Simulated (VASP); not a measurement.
# Mo (P6/mmm) in VASP: further runs

The runs below take Mo through relaxation of cell and atoms, with PBE.

Program: VASP 6.6.1. These are calculated values, not measurements. Logs are shortened: lines on timing, memory, paths and dates and some standing lists are left out, and cuts for length are marked.

## 1. The cell of the first run

Symmetry: P6/mmm, No. 191, hexagonal system. Conventional cell: a = 2.278 Å, b = 2.278 Å, c = 2.102 Å, α = 90.00°, β = 90.00°, γ = 120.00°. Mo (site symmetry 6/mmm) has 8 Mo at 2.10 to 2.28 Å within 2.8 Å.

This isn't the form of Mo at room conditions, which is bcc.

## 2. Relaxation of cell and atoms, PBE, target pressure 380 GPa, at which the enthalpy is minimised

INCAR reads:

```
SYSTEM = Mo
PREC = Accurate
ENCUT = 600
EDIFF = 1E-6
ISMEAR = -1
SIGMA = 0.1
LREAL = .FALSE.
LASPH = .TRUE.
NELM = 100
ALGO = Normal
ISIF = 3
LWAVE = .FALSE.
LCHARG = .FALSE.
GGA = PE
IBRION = 2
NSW = 32
EDIFFG = -0.005
PSTRESS = 3800.0
```

KPOINTS reads:

```
regular mesh
0
G
  19 19 18
  0 0 0
```

POSCAR reads:

```
Mo
1.0
    2.2775609681      0.0000000000      0.0000000000
   -1.1387804841      1.9724256570      0.0000000000
    0.0000000000      0.0000000000      2.1020725505
Mo
1
Direct
    0.0000000000      0.0000000000      0.0000000000
```

Potentials or basis: VASP PAW PBE potentials, release 64 (Mo_sv).

Command:

```
> cat potpaw_PBE.64/Mo_sv/POTCAR > POTCAR
> mpirun -np 1 vasp_std > vasp.out
```

OUTCAR:

```text
SYSTEM = Mo
   PREC = Accurate
   ENCUT = 600
   EDIFF = 1E-6
   ISMEAR = -1
   LREAL = .FALSE.
   LASPH = .TRUE.
   NELM = 100
   ISIF = 3
   GGA = PE
   IBRION = 2
   NSW = 32
   EDIFFG = -0.005
   PSTRESS = 3800.0

 ion  position               nearest neighbor table
   1  0.000  0.000  0.000-

  LATTYP: Found a hexagonal cell.
 ALAT       =     2.2775609681
 C/A-ratio  =     0.9229489704

  Lattice vectors:

 A1 = (   2.2775609681,   0.0000000000,   0.0000000000)
 A2 = (  -1.1387804841,   1.9724256570,   0.0000000000)
 A3 = (   0.0000000000,   0.0000000000,   2.1020725505)

Analysis of symmetry for initial positions (statically):
=====================================================================
 Subroutine PRICEL returns:
 Original cell was already a primitive cell.

 Routine SETGRP: Setting up the symmetry group for a
 hexagonal supercell.

 Subroutine GETGRP returns: Found 24 space group operations
 (whereof 24 operations were pure point group operations)
 out of a pool of 24 trial point group operations.

The static configuration has the point symmetry D_6h.

Analysis of symmetry for dynamics (positions and initial velocities):
=====================================================================
 Subroutine PRICEL returns:
 Original cell was already a primitive cell.

 Routine SETGRP: Setting up the symmetry group for a
 hexagonal supercell.

 Subroutine GETGRP returns: Found 24 space group operations
 (whereof 24 operations were pure point group operations)
 out of a pool of 24 trial point group operations.

The dynamic configuration has the point symmetry D_6h.

 Subroutine INISYM returns: Found 24 space group operations
 (whereof 24 operations are pure point group operations),
 and found     1 'primitive' translations

----------------------------------------------------------------------------------------

                                     Primitive cell

  volume of cell :       9.4432

  direct lattice vectors                    reciprocal lattice vectors
     2.277560968  0.000000000  0.000000000     0.439066183  0.253494979  0.000000000
    -1.138780484  1.972425657  0.000000000     0.000000000  0.506989957  0.000000000
     0.000000000  0.000000000  2.102072550     0.000000000  0.000000000  0.475720973

  length of vectors
     2.277560968  2.277560968  2.102072550     0.506989957  0.506989957  0.475720973

  position of ions in fractional coordinates (direct lattice)
     0.000000000  0.000000000  0.000000000

  ion indices of the primitive-cell ions
   primitive index   ion index
                 1           1

----------------------------------------------------------------------------------------

 KPOINTS: regular mesh

Automatic generation of k-mesh.
 Grid dimensions read from file:
 generate k-points for:   19   19   18

 Generating k-lattice:

  Cartesian coordinates                     Fractional coordinates (reciprocal lattice)
     0.023108746  0.013341841  0.000000000     0.052631579  0.000000000  0.000000000
     0.000000000  0.026683682  0.000000000     0.000000000  0.052631579  0.000000000
     0.000000000  0.000000000  0.026428943     0.000000000  0.000000000  0.055555556

  Length of vectors
     0.026683682  0.026683682  0.026428943

  Shift w.r.t. Gamma in fractional coordinates (k-lattice)
     0.000000000  0.000000000  0.000000000

 Subroutine IBZKPT returns following result:
 ===========================================

 Found    400 irreducible k-points:

 Following reciprocal coordinates:
            Coordinates               Weight
  0.000000  0.000000  0.000000      1.000000
  0.052632 -0.000000  0.000000      6.000000
  0.105263 -0.000000  0.000000      6.000000
  0.157895  0.000000  0.000000      6.000000
  0.210526 -0.000000  0.000000      6.000000
  0.263158 -0.000000  0.000000      6.000000
[... 16 lines left out ...]
  0.263158  0.105263  0.000000     12.000000
  0.315789  0.105263  0.000000     12.000000
 [... further k-points ...]
   k-points           NKPTS =    400   k-points in BZ     NKDIM =    400   number of bands    NBANDS=     11
   number of dos      NEDOS =    301   number of ions     NIONS =      1
   total plane-waves  NPLWV =   5832
   dimension x,y,z NGX =    18 NGY =   18 NGZ =   18
   dimension x,y,z NGXF=    36 NGYF=   36 NGZF=   36
   ions per type =               1
   NGX,Y,Z   is equivalent  to a cutoff of  13.14, 13.14, 14.24 a.u.
   NGXF,Y,Z  is equivalent  to a cutoff of  26.28, 26.28, 28.47 a.u.
 SYSTEM =  Mo
   PREC   = accura    normal or accurate (medium, high low for compatibility)
   ISTART =      0    job   : 0-new  1-cont  2-samecut
   ICHARG =      2    charge: 1-file 2-atom 10-const
   ISPIN  =      1    spin polarized calculation?
   LNONCOLLINEAR =      F non collinear calculations
   LSORBIT =      F    spin-orbit coupling
   LASPH  =      T    aspherical Exc in radial PAW
   ENCUT  =  600.0 eV  44.10 Ry    6.64 a.u.   4.55  4.55  4.20*2*pi/ulx,y,z
   NELM   =    100;   NELMIN=  2; NELMDL= -5     # of ELM steps
   EDIFF  = 0.1E-05   stopping-criterion for ELM
   LREAL  =      F    real-space projection
   EDIFFG = -.5E-02   stopping-criterion for IOM
   NSW    =     32    number of steps for IOM
   IBRION =      2    ionic relax: 0-MD 1-quasi-New 2-CG
   NFREE  =      1    steps in history (QN), initial steepest desc. (CG)
   ISIF   =      3    stress and relaxation
   ISYM   =      2    0-nonsym 1-usesym 2-fastsym
   POTIM  = 0.5000    time-step for ionic-motion
   TEBEG  =    0.0;   TEEND  =   0.0 temperature during run
   PSTRESS= 3800.0 pullay stress
   NELECT =      14.0000    total number of electrons
   NUPDOWN=      -1.0000    fix difference up-down
   EMIN   =  10.00;   EMAX   =-10.00  energy-range for DOS
   EFERMI =   0.00;   METHOD = LEGACY
   ISMEAR =    -1;   SIGMA  =   0.10  broadening in eV -4-tet -1-fermi 0-gaus
   EFERMI_NEDOS =   21; number of points for ismear=-14 and -15
   IALGO  =     38    algorithm
   IMIX   =      4    mixing-type and parameters
     AMIX     =   0.40;   BMIX     =  1.00
     AMIX_MAG =   1.60;   BMIX_MAG =  1.00
  volume/ion in A,a.u.               =       9.44        63.73
  Fermi-wavevector in a.u.,A,eV,Ry     =   1.866715  3.527580 47.411209  3.484626
  Thomas-Fermi vector in A             =   2.913352
   LORBIT       =      0    0 simple, 1 ext, 2 COOP (PROOUT), +10 PAW based schemes
   GGA     = PE    functional components
   LHFCALC =     F    Hartree Fock is set to
   AEXX    =    0.0000 exact exchange contribution
   IVDW    =     0    specifies the selected vdW correction
   LEPSILON=     F    determine dielectric tensor
   LRPA    =     F    only Hartree local field effects (RPA)
 conjugate gradient relaxation of ions
 non-spin polarized calculation
  energy-cutoff  :      600.00
  volume of cell :        9.44
 maximum number of plane-waves:       332
   NGX =  9   NGY =  9   NGZ =  9

--------------------------------------- Ionic step        1  -------------------------------------------

 number of electron      13.9999998 magnetization

 Free energy of the ion-electron system (eV)
  ---------------------------------------------------
  ext. energy  EPLUGINS =         0.00000000
  ---------------------------------------------------
  free energy    TOTEN  =        -4.55921094 eV

  energy without entropy =       -4.54158421  energy(sigma->0) =       -4.55039757

------------------------ aborting loop because EDIFF is reached ----------------------------------------

  FORCE on cell =-STRESS in cart. coord.  units (eV):
  Direction    XX          YY          ZZ          XY          YZ          ZX
  --------------------------------------------------------------------------------------
  -------------------------------------------------------------------------------------
  Total       22.8432842     22.8432842     23.0695933     -0.0000000      0.0000000      0.0000000
  in kB     3875.7055102   3875.7055100   3914.1022396     -0.0000001      0.0000000      0.0000000
  external PRESSURE =      88.5044199 kB  Pullay stress =    3800.0000000 kB
[... 90 lines left out ...]
  FREE ENERGIE OF THE ION-ELECTRON SYSTEM (eV)
  ---------------------------------------------------
  free  energy   TOTEN  =        -4.7040883309 eV

  energy  without entropy=       -4.6863441134  energy(sigma->0) =       -4.69521622

  enthalpy is  TOTEN    =        17.8362144307 eV   P V=       22.5403027616

[... ionic steps 4 to 10 ...]

--------------------------------------- Ionic step       11  -------------------------------------------

 number of electron      13.9999998 magnetization

------------------------ aborting loop because EDIFF is reached ----------------------------------------

  FORCE on cell =-STRESS in cart. coord.  units (eV):
  Direction    XX          YY          ZZ          XY          YZ          ZX
  --------------------------------------------------------------------------------------
  -------------------------------------------------------------------------------------
  Total       22.5397498     22.5397498     22.5366147     -0.0000000      0.0000000     -0.0000000
  in kB     3801.9479873   3801.9479870   3801.4191692     -0.0000002      0.0000000     -0.0000000
  external PRESSURE =       1.7717145 kB  Pullay stress =    3800.0000000 kB
[... 59 lines left out ...]
  enthalpy is  TOTEN    =        17.8362173740 eV   P V=       22.5509729757

--------------------------------------- Ionic step       13  -------------------------------------------

 number of electron      13.9999998 magnetization

 Free energy of the ion-electron system (eV)
  ---------------------------------------------------
  ext. energy  EPLUGINS =         0.00000000
  ---------------------------------------------------
  free energy    TOTEN  =        -4.69469288 eV

  energy without entropy =       -4.67701991  energy(sigma->0) =       -4.68585640

 E-fermi :  22.1689     XC(G=0): -16.3413

 val. band max:       22.1617440347   @ k =   0.4211   0.0526   0.0556
 cond. band min:      22.1897960790   @ k =   0.1053  -0.0000   0.5000
 fundamental gap:      0.0280520443
 Fermi energy:        22.1688552139

 k-point     1 :       0.0000    0.0000    0.0000
  band No.  band energies     occupation
      1     -40.7565      2.00000
      2     -10.9698      2.00000
      3     -10.9698      2.00000
      4     -10.5384      2.00000
      5      13.5184      2.00000
      6      14.9760      2.00000
      7      19.5103      2.00000
      8      19.5103      2.00000
      9      30.7072      0.00000
     10      30.7072      0.00000
     11      34.4224      0.00000
[... 309 lines left out ...]
 k-point    24 :       0.3158    0.1053    0.0000
  band No.  band energies     occupation
      1     -39.4302      2.00000
      2     -16.1169      2.00000
      3     -12.6347      2.00000
      4      -9.8290      2.00000
      5      14.2677      2.00000
      6      16.8955      2.00000
      7      22.8638      0.00192
      8      24.4099      0.00000
      9      28.7266      0.00000
     10      29.2343      0.00000
     11      39.4742      0.00000

 [... further k-points ...]

------------------------ aborting loop because EDIFF is reached ----------------------------------------

  FORCE on cell =-STRESS in cart. coord.  units (eV):
  Direction    XX          YY          ZZ          XY          YZ          ZX
  --------------------------------------------------------------------------------------
  -------------------------------------------------------------------------------------
  Total       22.5311033     22.5311033     22.5297048     -0.0000000     -0.0000000     -0.0000000
  in kB     3800.0387856   3800.0387852   3799.8029276     -0.0000002     -0.0000000     -0.0000000
  external PRESSURE =      -0.0398339 kB  Pullay stress =    3800.0000000 kB
[... 16 lines left out ...]
  FREE ENERGIE OF THE ION-ELECTRON SYSTEM (eV)
  ---------------------------------------------------
  free  energy   TOTEN  =        -4.6946928817 eV

  energy  without entropy=       -4.6770199107  energy(sigma->0) =       -4.68585640

  enthalpy is  TOTEN    =        17.8361804336 eV   P V=       22.5308733153

 reached required accuracy - stopping structural energy minimisation
```

Wall time 5.7 min (1 thread of Intel Xeon 8259CL, shared host); peak memory 0.18 GiB.

Results:

* Free energy: -4.6947 eV
* Relaxed volume: 9.50 Å³/atom
* Relaxed cell: a = 2.281 Å, b = 2.281 Å, c = 2.109 Å, α = 90.00°, β = 90.00°, γ = 120.00°
* Space group after relaxing (to 0.1 Å): P6/mmm (No. 191)
* Energy change on relaxing (the run minimises the enthalpy): -135.5 meV/atom
* Ionic steps: 13
* Pressure after relaxing: 380.0 GPa
* Band gap on the k mesh: zero (bands 7 and 8 overlap by 4.80 eV)

The path:
| step | energy change (eV) | largest force (eV/Å) | pressure (GPa) | volume (Å³) |
| --- | --- | --- | --- | --- |
| 1 | 0.0000 | 0.0000 | 388.85 | 9.44 |
| 2 | -1.5336 | 0.0000 | 290.51 | 10.17 |
| 3 | -0.1449 | 0.0000 | 379.49 | 9.50 |
| 4 | -0.1392 | 0.0000 | 379.78 | 9.50 |
| 5 | -0.1365 | 0.0000 | 379.98 | 9.50 |
| 6 | -0.1225 | 0.0000 | 380.55 | 9.49 |
| 7 | -0.1329 | 0.0000 | 380.09 | 9.50 |
| 8 | -0.1321 | 0.0000 | 380.20 | 9.50 |
| 9 | -0.1325 | 0.0000 | 380.18 | 9.50 |
| 10 | -0.1327 | 0.0000 | 380.19 | 9.50 |
| 11 | -0.1328 | 0.0000 | 380.18 | 9.50 |
| 12 | -0.1555 | 0.0000 | 378.77 | 9.51 |
| 13 | -0.1355 | 0.0000 | 380.00 | 9.50 |

Final structure:
```cif
data_structure
_symmetry_space_group_name_H-M 'P 1'
_symmetry_Int_Tables_number 1
_cell_length_a 2.2807
_cell_length_b 2.2807
_cell_length_c 2.1089
_cell_angle_alpha 90.000
_cell_angle_beta 90.000
_cell_angle_gamma 120.000
_cell_volume 9.50
loop_
_atom_site_label
_atom_site_type_symbol
_atom_site_fract_x
_atom_site_fract_y
_atom_site_fract_z
_atom_site_occupancy
Mo1 Mo 0.00000 0.00000 0.00000 1
```

Caveat: the cell is relaxed towards a set pressure, so the run minimises the enthalpy, not the energy.

## 3. Relaxation of cell and atoms, PBE, target pressure 380 GPa, at which the enthalpy is minimised

This run uses another cell than the first one, of 9.51 Å³/atom.

INCAR reads:

```
PREC = Accurate
ENCUT = 600
EDIFF = 1E-6
ISMEAR = -1
SIGMA = 0.1
LREAL = False
LASPH = True
NELM = 60
ALGO = Normal
ISIF = 3
LWAVE = False
LCHARG = False
GGA = PE
IBRION = 2
NSW = 60
EDIFFG = -0.005
PSTRESS = 3800.0
```

KPOINTS reads:

```
regular mesh
0
Gamma
  19 19 18
```

POSCAR reads:

```
Mo
1.0
    2.2692505045      0.0000000000      0.0000000000
   -1.1346252523      1.9652285845      0.0000000000
    0.0000000000      0.0000000000      2.1330954743
Mo
1
Direct
    0.0000000000      0.0000000000      0.0000000000
```

Potentials or basis: VASP PAW PBE potentials, release 64 (Mo_sv).

Command:

```
> cat potpaw_PBE.64/Mo_sv/POTCAR > POTCAR
> mpirun -np 1 vasp_std > vasp.out
```

Wall time 6.2 min (1 thread of Intel Xeon 8259CL, shared host); peak memory 0.19 GiB.

Results (log left out):

| Item | Value |
| --- | --- |
| Free energy | -4.6951 eV |
| Relaxed volume | 9.50 Å³/atom |
| Relaxed cell | a = 2.281 Å, b = 2.281 Å, c = 2.109 Å, α = 90.00°, β = 90.00°, γ = 120.00° |
| Space group after relaxing (to 0.1 Å) | P6/mmm (No. 191) |
| Energy change on relaxing (the run minimises the enthalpy) | +22.0 meV/atom |
| Ionic steps | 18 |
| Pressure after relaxing | 380.0 GPa |
| Band gap on the k mesh | zero (bands 7 and 8 overlap by 4.80 eV) |

The path:
| step | energy change (eV) | largest force (eV/Å) | pressure (GPa) | volume (Å³) |
| --- | --- | --- | --- | --- |
| 1 | 0.0000 | 0.0000 | 377.15 | 9.51 |
| 2 | 0.7957 | 0.0000 | 429.20 | 9.26 |
| 3 | 0.0938 | 0.0000 | 384.42 | 9.47 |
| 4 | 0.0969 | 0.0000 | 384.63 | 9.47 |
| 5 | -0.5651 | 0.0000 | 343.23 | 9.76 |
| 6 | 0.0188 | 0.0000 | 379.77 | 9.50 |
| 7 | 0.0204 | 0.0000 | 379.74 | 9.50 |
| 8 | 0.0585 | 0.0000 | 382.23 | 9.48 |
| 9 | 0.0227 | 0.0000 | 380.15 | 9.50 |
| 10 | 0.0253 | 0.0000 | 380.21 | 9.50 |
| 11 | 0.0241 | 0.0000 | 380.13 | 9.50 |
| 12 | 0.0239 | 0.0000 | 380.12 | 9.50 |
| 13 | 0.0233 | 0.0000 | 380.04 | 9.50 |
| 14 | 0.0238 | 0.0000 | 380.10 | 9.50 |
| 15 | 0.0238 | 0.0000 | 380.10 | 9.50 |
| 16 | 0.0239 | 0.0000 | 380.10 | 9.50 |
| 17 | 0.0113 | 0.0000 | 379.35 | 9.50 |
| 18 | 0.0220 | 0.0000 | 379.98 | 9.50 |

Final structure:
```
Mo
1.0
     2.28064    0.00000    0.00000
    -1.14032    1.97510    0.00000
     0.00000    0.00000    2.10894
Mo
1
Direct
  0.00000 0.00000 0.00000
```

Levels at points of the mesh, in eV from the Fermi level:
| k point | band 5 | band 6 | band 7 | band 8 | band 9 | band 10 |
| --- | --- | --- | --- | --- | --- | --- |
| (0.00, 0.00, 0.00) | -8.65 | -7.19 | -2.66 | -2.66 | 8.54 | 8.54 |
| (0.00, 0.00, 0.50) | -3.91 | -0.76 | -0.76 | 0.79 | 0.79 | 1.52 |

Caveat: the cell is relaxed towards a set pressure, so the run minimises the enthalpy, not the energy.

(Part 1 of 2 ends here.)

The gap in the log of VASP goes by the Fermi energy; the results here count the filled bands.